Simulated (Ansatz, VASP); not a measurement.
One calculation of H2CI2, two programs

File INCAR:

```
ALGO     = Normal         # electronic algorithm
EDIFF    = 1E-6           # SCF threshold, eV
ENCUT    = 520            # plane-wave cutoff, eV
GGA      = PE             # functional
ISIF     = 2              # what is computed and relaxed
ISMEAR   = 1              # smearing method
LASPH    = True           # aspherical terms in the spheres
LCHARG   = True           # write CHGCAR
LELF     = True           # ELF
LREAL    = False          # projectors in reciprocal space
LVHAR    = True         
LWAVE    = False          # write WAVECAR
NBANDS   = 18             # bands
NELM     = 80             # most SCF steps
PREC     = Accurate       # precision mode
SIGMA    = 0.1            # smearing width, eV
```

File KPOINTS:

```
k-points
0
Gamma
  6 6 6
```

The input POSCAR:

```
H2CI2
1.0
    0.0000000000      6.4560000000      2.3465000000
    3.5909500000      0.0000000000      2.3465000000
    3.5909500000      6.4560000000      0.0000000000
H C I
2 1 2
Direct
    0.7537900000      0.9786100000      0.2462100000
    0.9786100000      0.7537900000      0.0213900000
    0.9955200000      0.9955200000      0.0044800000
    0.3808600000      0.1072400000      0.8927600000
    0.1072400000      0.3808600000      0.6191400000
```

Input for Ansatz:

```yaml
crystal:
  lattice:
    - [0.0, 6.456, 2.3465]
    - [3.59095, 0.0, 2.3465]
    - [3.59095, 6.456, 0.0]
  atoms:
    - { symbol: H, position: [0.75379, 0.97861, 0.24621] }
    - { symbol: H, position: [0.97861, 0.75379, 0.02139] }
    - { symbol: C, position: [0.99552, 0.99552, 0.00448] }
    - { symbol: I, position: [0.38086, 0.10724, 0.89276] }
    - { symbol: I, position: [0.10724, 0.38086, 0.61914] }
basis:
  ecutwfc: 470.0
kpoints:
  mp_grid:
    grid: [6, 6, 6]
hamiltonian:
  xc: pbe
  pseudopotentials:
    kind: paw
scf:
  convergence:
    dr2_threshold: 1.0e-10
  occupations:
    method: methfessel_paxton
output:
  stress: true
```

Alike in both runs: task single point; functional PBE; k mesh 6 × 6 × 6; no spin polarisation.

|  | VASP | Ansatz |
| --- | --- | --- |
| version | VASP 6.6.1 | Ansatz 0.2.0 |
| potentials or method | VASP PAW PBE potentials, release 64 (H, C, I), cutoff 520 eV | plane waves, PAW |
| occupations | methfessel-paxton of order 1, width 0.1 eV | methfessel-paxton of order 1 |
| valence electrons in the cell | 20 | 40 |

```csv
,VASP,Ansatz,Ansatz less VASP
pressure (GPa),5.4,5.5,+0.06
"traceless stress, the component that is largest in VASP (GPa)",3.30,3.27,-0.032
```

VASP's potentials hold 20 valence electrons a cell and Ansatz's 40, so a difference there can come from the potentials and not from the codes.

Spin-orbit coupling is off throughout.
